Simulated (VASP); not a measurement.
# SnO: single point with r2SCAN

Crystal: SnO.

```
CELL_PARAMETERS angstrom
0.00000 2.82927 2.70821
2.82927 0.00000 2.70821
2.82927 2.82927 0.00000
ATOMIC_POSITIONS crystal
Sn 0.00000 0.00000 0.00000
O 0.25000 0.25000 0.25000
```

This cell differs from its parent crystal: biaxial xy strain +4.5%.

```
Program                : VASP 6.6.1
Task                   : single point
Functional             : r2SCAN
Potentials or basis    : VASP PAW PBE potentials, release 64 (Sn_d, O)
Cutoff                 : 520 eV
k mesh                 : 8 × 8 × 8
Occupations            : fermi-dirac, width 0.02 eV
Spin                   : no spin polarisation
Dipole correction      : no
Further INCAR settings : ALGO = Normal; EDIFF = 1e-07; NBANDS = 17
```

The pressure is -5.0 GPa and the band gap on the k mesh is zero (bands 10 and 11 overlap by 0.28 eV).

Stress tensor (GPa, compression positive):
```
-5.17  0.00  0.00
 0.00 -5.17  0.00
 0.00  0.00 -4.73
```

Levels at points of the mesh, in eV from the Fermi level:
```
           k point  band 8  band 9  band 10  band 11  band 12  band 13
(0.00, 0.00, 0.00)   -3.40   -3.40    -3.28     4.44     4.58     4.58
(0.50, 0.00, 0.00)   -3.83   -3.68    -2.30     1.91     4.55     4.85
(0.50, 0.50, 0.00)   -4.55   -4.55    -0.33    -0.25     5.17     5.17
(0.50, 0.00, 0.50)   -4.41   -4.37    -0.22    -0.13     5.07     5.57
```

Run time: 4.7 min on 1 thread of Intel Xeon 8259CL (shared host), peak memory 0.2 GiB.

Caveat: the cell differs from its parent crystal (biaxial xy strain +4.5%); the cell stands under tension; semilocal functionals underestimate gaps, so a narrow gap can read as zero; the PAW data sets were made with another functional, which shifts forces and pressure a little; spin-orbit coupling is left out, which moves the levels of the heavy elements.
